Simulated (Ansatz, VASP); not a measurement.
One calculation of TaN, two programs

```
CELL_PARAMETERS angstrom
-0.21874 2.18744 2.18744
1.96870 0.00000 1.96870
2.18744 2.18744 -0.21874
ATOMIC_POSITIONS crystal
Ta 0.50000 0.50000 0.50000
N 0.00000 0.00000 0.00000
```

Change from the starting cell: engineering shear strain xz -0.2000, normal strain along z +0.0000.

Alike in both runs: task single point; functional PBEsol; k mesh 18 × 18 × 18; occupations gaussian, width 0.15 eV; no spin polarisation.

|  | VASP | Ansatz |
| --- | --- | --- |
| version | VASP 6.6.1 | Ansatz 0.2.0 |
| potentials or method | VASP PAW PBE potentials, release 64 (Ta_pv, N), cutoff 520 eV | scalar-relativistic, plane waves, PAW |
| valence electrons in the cell | 16 | 18 |

|  | VASP | Ansatz | Ansatz less VASP |
| --- | --- | --- | --- |
| gap on the k mesh at the Fermi level (eV) | none | none | - |
| pressure (GPa) | 5.9 | 4.6 | -1.26 |
| traceless stress, the component that is largest in VASP (GPa) | -9.85 | -9.72 | +0.136 |

VASP's potentials were made for PBE, not for PBEsol, and Ansatz warns of the same on its side. A gap of «none» marks a metal or a gap that the smearing closes. VASP's potentials hold 16 valence electrons a cell and Ansatz's 18, so a difference there can come from the potentials and not from the codes.

Neither program's run includes spin-orbit coupling.
